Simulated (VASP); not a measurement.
# ZnO (P6_3mc) in VASP: single point with PBEsol

Aim: the single point of ZnO with PBEsol.

Program: VASP 6.6.1. These are calculated values, not measurements. Logs are shortened: lines on timing, memory, paths and dates and some standing lists are left out, and cuts for length are marked.

**Experimental background.**

From “Electronic structure of alkaline earth and post-transition metal oxides”, 2009, arxiv:0908.1581, for a bulk crystal of ZnO: band gap 3.37 eV.

The runs below are set against these values where they give the same quantity.

### 1 The cell of the first run

The structure is hexagonal, space group P6_3mc (No. 186). Conventional cell: a = 3.231 Å, b = 3.231 Å, c = 5.215 Å, α = 90.00°, β = 90.00°, γ = 120.00°. Within 2.6 Å of Zn (site symmetry 3m) lie 4 O at 1.97 to 1.98 Å. Within 2.6 Å of O (site symmetry 3m) lie 4 Zn at 1.97 to 1.98 Å.

### 2 Single point, PBEsol

INCAR

```
PREC = Accurate
ENCUT = 520
EDIFF = 1E-6
ISMEAR = 0
SIGMA = 0.02
LREAL = False
LASPH = True
NELM = 100
ALGO = Normal
ISIF = 2
LWAVE = False
LCHARG = False
GGA = PS
NBANDS = 26
```

KPOINTS

```
regular mesh
0
Gamma
  15 15 8
```

POSCAR

```
ZnO
1.0
    3.2309721498      0.0000000000      0.0000000000
   -1.6154860749      2.7981039606      0.0000000000
    0.0000000000      0.0000000000      5.2154102488
Zn O
2 2
Direct
    0.3333333333      0.6666666667      0.0020260005
    0.6666666667      0.3333333333      0.5020260005
    0.3333333333      0.6666666667      0.3809739995
    0.6666666667      0.3333333333      0.8809739995
```

Potentials or basis: VASP PAW PBE potentials, release 64 (Zn, O).

Command:

```console
cat potpaw_PBE.64/Zn/POTCAR potpaw_PBE.64/O/POTCAR > POTCAR
mpirun -np 1 vasp_std > vasp.out
```

OUTCAR:

```text
PREC = Accurate
   ENCUT = 520
   EDIFF = 1E-6
   ISMEAR = 0
   LREAL = False
   LASPH = True
   NELM = 100
   ISIF = 2
   GGA = PS

 ion  position               nearest neighbor table
   1  0.333  0.667  0.002-   4 1.97   4 1.97   4 1.97   3 1.98
   2  0.667  0.333  0.502-   3 1.97   3 1.97   3 1.97   4 1.98
   3  0.333  0.667  0.381-   2 1.97   2 1.97   2 1.97   1 1.98
   4  0.667  0.333  0.881-   1 1.97   1 1.97   1 1.97   2 1.98

  LATTYP: Found a hexagonal cell.
 ALAT       =     3.2309721498
 C/A-ratio  =     1.6141922638

  Lattice vectors:

 A1 = (   3.2309721498,   0.0000000000,   0.0000000000)
 A2 = (  -1.6154860749,   2.7981039606,   0.0000000000)
 A3 = (   0.0000000000,   0.0000000000,   5.2154102488)

Analysis of symmetry for initial positions (statically):
=====================================================================
 Subroutine PRICEL returns:
 Original cell was already a primitive cell.

 Routine SETGRP: Setting up the symmetry group for a
 hexagonal supercell.

 Subroutine GETGRP returns: Found 12 space group operations
 (whereof  6 operations were pure point group operations)
 out of a pool of 24 trial point group operations.

The static configuration has the point symmetry C_3v.
 The point group associated with its full space group is C_6v.

Analysis of symmetry for dynamics (positions and initial velocities):
=====================================================================
 Subroutine PRICEL returns:
 Original cell was already a primitive cell.

 Routine SETGRP: Setting up the symmetry group for a
 hexagonal supercell.

 Subroutine GETGRP returns: Found 12 space group operations
 (whereof  6 operations were pure point group operations)
 out of a pool of 24 trial point group operations.

The dynamic configuration has the point symmetry C_3v.
 The point group associated with its full space group is C_6v.

 Subroutine INISYM returns: Found 12 space group operations
 (whereof  6 operations are pure point group operations),
 and found     1 'primitive' translations

----------------------------------------------------------------------------------------

                                     Primitive cell

  volume of cell :      47.1504

  direct lattice vectors                    reciprocal lattice vectors
     3.230972150  0.000000000  0.000000000     0.309504370  0.178692431  0.000000000
    -1.615486075  2.798103961  0.000000000     0.000000000  0.357384863  0.000000000
     0.000000000  0.000000000  5.215410249     0.000000000  0.000000000  0.191739471

  length of vectors
     3.230972150  3.230972150  5.215410249     0.357384863  0.357384863  0.191739471

  position of ions in fractional coordinates (direct lattice)
     0.333333333  0.666666667  0.002026001
     0.666666667  0.333333333  0.502026001
     0.333333333  0.666666667  0.380973999
     0.666666667  0.333333333  0.880973999

  ion indices of the primitive-cell ions
   primitive index   ion index
                 1           1
                 2           2
                 3           3
                 4           4

----------------------------------------------------------------------------------------

 KPOINTS: regular mesh

Automatic generation of k-mesh.
 Grid dimensions read from file:
 generate k-points for:   15   15    8

 Generating k-lattice:

  Cartesian coordinates                     Fractional coordinates (reciprocal lattice)
     0.020633625  0.011912829  0.000000000     0.066666667 -0.000000000  0.000000000
     0.000000000  0.023825658  0.000000000     0.000000000  0.066666667  0.000000000
     0.000000000  0.000000000  0.023967434     0.000000000  0.000000000  0.125000000

  Length of vectors
     0.023825658  0.023825658  0.023967434

  Shift w.r.t. Gamma in fractional coordinates (k-lattice)
     0.000000000  0.000000000  0.000000000

 Subroutine IBZKPT returns following result:
 ===========================================

 Found    135 irreducible k-points:

 Following reciprocal coordinates:
            Coordinates               Weight
  0.000000  0.000000  0.000000      1.000000
  0.066667  0.000000  0.000000      6.000000
  0.133333  0.000000  0.000000      6.000000
  0.200000 -0.000000  0.000000      6.000000
  0.266667  0.000000  0.000000      6.000000
  0.333333 -0.000000  0.000000      6.000000
[... 16 lines left out ...]
  0.333333  0.200000  0.000000     12.000000
  0.400000  0.200000  0.000000      6.000000
 [... further k-points ...]
   k-points           NKPTS =    135   k-points in BZ     NKDIM =    135   number of bands    NBANDS=     26
   number of dos      NEDOS =    301   number of ions     NIONS =      4
   total plane-waves  NPLWV =  23040
   dimension x,y,z NGX =    24 NGY =   24 NGZ =   40
   dimension x,y,z NGXF=    48 NGYF=   48 NGZF=   80
   ions per type =               2   2
   NGX,Y,Z   is equivalent  to a cutoff of  12.35, 12.35, 12.75 a.u.
   NGXF,Y,Z  is equivalent  to a cutoff of  24.70, 24.70, 25.50 a.u.
 SYSTEM =  unknown system
   PREC   = accura    normal or accurate (medium, high low for compatibility)
   ISTART =      0    job   : 0-new  1-cont  2-samecut
   ICHARG =      2    charge: 1-file 2-atom 10-const
   ISPIN  =      1    spin polarized calculation?
   LNONCOLLINEAR =      F non collinear calculations
   LSORBIT =      F    spin-orbit coupling
   LASPH  =      T    aspherical Exc in radial PAW
   ENCUT  =  520.0 eV  38.22 Ry    6.18 a.u.   6.01  6.01  9.70*2*pi/ulx,y,z
   NELM   =    100;   NELMIN=  2; NELMDL= -5     # of ELM steps
   EDIFF  = 0.1E-05   stopping-criterion for ELM
   LREAL  =      F    real-space projection
   EDIFFG = 0.1E-04   stopping-criterion for IOM
   NSW    =      0    number of steps for IOM
   IBRION =     -1    ionic relax: 0-MD 1-quasi-New 2-CG
   NFREE  =      0    steps in history (QN), initial steepest desc. (CG)
   ISIF   =      2    stress and relaxation
   ISYM   =      2    0-nonsym 1-usesym 2-fastsym
   POTIM  = 0.5000    time-step for ionic-motion
   TEBEG  =    0.0;   TEEND  =   0.0 temperature during run
   PSTRESS=    0.0 pullay stress
   NELECT =      36.0000    total number of electrons
   NUPDOWN=      -1.0000    fix difference up-down
   EMIN   =  10.00;   EMAX   =-10.00  energy-range for DOS
   EFERMI =   0.00;   METHOD = LEGACY
   ISMEAR =     0;   SIGMA  =   0.02  broadening in eV -4-tet -1-fermi 0-gaus
   EFERMI_NEDOS =   21; number of points for ismear=-14 and -15
   IALGO  =     38    algorithm
   IMIX   =      4    mixing-type and parameters
     AMIX     =   0.40;   BMIX     =  1.00
     AMIX_MAG =   1.60;   BMIX_MAG =  1.00
  volume/ion in A,a.u.               =      11.79        79.55
  Fermi-wavevector in a.u.,A,eV,Ry     =   1.496283  2.827565 30.461589  2.238864
  Thomas-Fermi vector in A             =   2.608320
   LORBIT       =      0    0 simple, 1 ext, 2 COOP (PROOUT), +10 PAW based schemes
   GGA     = PS    functional components
   LHFCALC =     F    Hartree Fock is set to
   AEXX    =    0.0000 exact exchange contribution
   IVDW    =     0    specifies the selected vdW correction
   LEPSILON=     F    determine dielectric tensor
   LRPA    =     F    only Hartree local field effects (RPA)
 non-spin polarized calculation
 Gauss-broadening in eV      SIGMA  =   0.02
  energy-cutoff  :      520.00
  volume of cell :       47.15
 maximum number of plane-waves:      1292
   NGX = 13   NGY = 13   NGZ = 19

 number of electron      36.0000027 magnetization

 Free energy of the ion-electron system (eV)
  ---------------------------------------------------
  ext. energy  EPLUGINS =         0.00000000
  ---------------------------------------------------
  free energy    TOTEN  =       -19.41095329 eV

  energy without entropy =      -19.41095329  energy(sigma->0) =      -19.41095329

 E-fermi :   1.2720     XC(G=0): -11.2371

 val. band max:        1.1406331898   @ k =   0.0000   0.0000   0.0000
 cond. band min:       1.8291452890   @ k =   0.0000   0.0000   0.0000
 fundamental gap:      0.6885120991
 Fermi energy:         1.2719727057

 k-point     1 :       0.0000    0.0000    0.0000
  band No.  band energies     occupation
      1     -16.9830      2.00000
      2     -16.2287      2.00000
      3      -4.6638      2.00000
      4      -4.6247      2.00000
      5      -4.6247      2.00000
      6      -4.5814      2.00000
[... 18 lines left out ...]
     25      15.2544      0.00000
     26      15.2545      0.00000

 k-point     2 :       0.0667    0.0000    0.0000
  band No.  band energies     occupation
      1     -16.9573      2.00000
      2     -16.2171      2.00000
      3      -4.6630      2.00000
      4      -4.6210      2.00000
      5      -4.6100      2.00000
      6      -4.5630      2.00000
[... 18 lines left out ...]
     25      15.1259      0.00000
     26      15.3208      0.00000

 k-point     3 :       0.1333    0.0000    0.0000
  band No.  band energies     occupation
      1     -16.8828      2.00000
      2     -16.1845      2.00000
      3      -4.7451      2.00000
      4      -4.5691      2.00000
      5      -4.5293      2.00000
      6      -4.5208      2.00000
[... 18 lines left out ...]
     25      15.2300      0.00000
     26      15.4336      0.00000

 k-point     4 :       0.2000   -0.0000    0.0000
  band No.  band energies     occupation
      1     -16.7685      2.00000
      2     -16.1382      2.00000
      3      -4.8468      2.00000
      4      -4.5302      2.00000
      5      -4.5123      2.00000
      6      -4.4303      2.00000
[... 18 lines left out ...]
     25      14.7873      0.00000
     26      15.4082      0.00000

 k-point     5 :       0.2667    0.0000    0.0000
  band No.  band energies     occupation
      1     -16.6290      2.00000
      2     -16.0896      2.00000
      3      -4.9328      2.00000
      4      -4.5619      2.00000
      5      -4.4543      2.00000
      6      -4.3333      2.00000
[... 18 lines left out ...]
     25      14.4772      0.00000
     26      15.2493      0.00000

 k-point     6 :       0.3333   -0.0000    0.0000
  band No.  band energies     occupation
      1     -16.4837      2.00000
      2     -16.0511      2.00000
      3      -4.9740      2.00000
      4      -4.6028      2.00000
      5      -4.4082      2.00000
      6      -4.2208      2.00000
[... 427 lines left out ...]
 k-point    21 :       0.2000    0.2000    0.0000
  band No.  band energies     occupation
      1     -16.4492      2.00000
      2     -16.0429      2.00000
      3      -4.8137      2.00000
      4      -4.6602      2.00000
      5      -4.3568      2.00000
      6      -4.2796      2.00000
[... 18 lines left out ...]
     25      13.0504      0.00000
     26      16.0654      0.00000

 k-point    22 :       0.2667    0.2000    0.0000
  band No.  band energies     occupation
      1     -16.3276      2.00000
      2     -16.0274      2.00000
      3      -4.7466      2.00000
      4      -4.6330      2.00000
      5      -4.3284      2.00000
      6      -4.2045      2.00000
[... 18 lines left out ...]
     25      12.7554      0.00000
     26      15.5978      0.00000

 k-point    23 :       0.3333    0.2000    0.0000
  band No.  band energies     occupation
      1     -16.2294      2.00000
      2     -16.0317      2.00000
      3      -4.7387      2.00000
      4      -4.4904      2.00000
      5      -4.3199      2.00000
      6      -4.1602      2.00000
[... 18 lines left out ...]
     25      13.1407      0.00000
     26      14.9563      0.00000

 k-point    24 :       0.4000    0.2000    0.0000
  band No.  band energies     occupation
      1     -16.1864      2.00000
      2     -16.0413      2.00000
      3      -4.7393      2.00000
      4      -4.3916      2.00000
      5      -4.3253      2.00000
      6      -4.1478      2.00000
[... 18 lines left out ...]
     25      13.7253      0.00000
     26      14.4258      0.00000

 [... further k-points ...]

------------------------ aborting loop because EDIFF is reached ----------------------------------------

  FORCE on cell =-STRESS in cart. coord.  units (eV):
  Direction    XX          YY          ZZ          XY          YZ          ZX
  --------------------------------------------------------------------------------------
  -------------------------------------------------------------------------------------
  Total        0.1952670      0.1952670      0.2005389      0.0000000     -0.0000000      0.0000000
  in kB        6.6351973      6.6351973      6.8143377      0.0000000     -0.0000000      0.0000000
  external PRESSURE =       6.6949108 kB  Pullay stress =       0.0000000 kB

 VOLUME and BASIS-vectors are now :
 -----------------------------------------------------------------------------
  energy-cutoff  :      520.00
  volume of cell :       47.15
      direct lattice vectors                 reciprocal lattice vectors
     3.230972150  0.000000000  0.000000000     0.309504370  0.178692431  0.000000000
    -1.615486075  2.798103961  0.000000000     0.000000000  0.357384863  0.000000000
     0.000000000  0.000000000  5.215410249     0.000000000  0.000000000  0.191739471

 POSITION                                       TOTAL-FORCE (eV/Angst)
 -----------------------------------------------------------------------------------
     -0.00000      1.86540      0.01057        -0.000000     -0.000000      0.001432
      1.61549      0.93270      2.61827         0.000000      0.000000      0.001432
     -0.00000      1.86540      1.98694        -0.000000      0.000000     -0.001432
      1.61549      0.93270      4.59464         0.000000     -0.000000     -0.001432
 -----------------------------------------------------------------------------------
    total drift:                               -0.000000     -0.000000      0.002407

  FREE ENERGIE OF THE ION-ELECTRON SYSTEM (eV)
  ---------------------------------------------------
  free  energy   TOTEN  =       -19.4109532945 eV

  energy  without entropy=      -19.4109532945  energy(sigma->0) =      -19.41095329
```

Wall time 3.4 min (1 thread of AMD EPYC, shared host); peak memory 0.22 GiB.

What came out:

```yaml
Free_energy: -19.4110 eV
Pressure: 0.7 GPa
Band_gap_on_the_k_mesh: 0.69 eV
```

Levels at points of the mesh, in eV from the valence-band top:
| k point | band 16 | band 17 | band 18 | band 19 | band 20 | band 21 |
| --- | --- | --- | --- | --- | --- | --- |
| (0.00, 0.00, 0.00) | -0.09 | 0.00 | 0.00 | 0.69 | 5.15 | 8.10 |
| (0.00, 0.00, 0.50) | -0.40 | -0.40 | -0.40 | 3.38 | 3.38 | 9.96 |

Caveat: the PAW data sets were made with another functional, which shifts forces and pressure a little; an odd mesh through Γ misses points on the zone boundary, where band edges can lie.

### 3 How close it comes

Step 2. Measured gap of ZnO: 3.37 eV (quoted in “Electronic structure of alkaline earth and post-transition metal oxides”, 2009, arxiv:0908.1581). This calculation gives 0.69 eV (-2.68 eV). So large a miss can be the level of theory's own, or it may mean another phase, state or a wrong row. The value is that of PBEsol on a finite k mesh, which can miss the band edges, without temperature or zero-point motion. Semilocal functionals fall short of measured gaps as a rule.
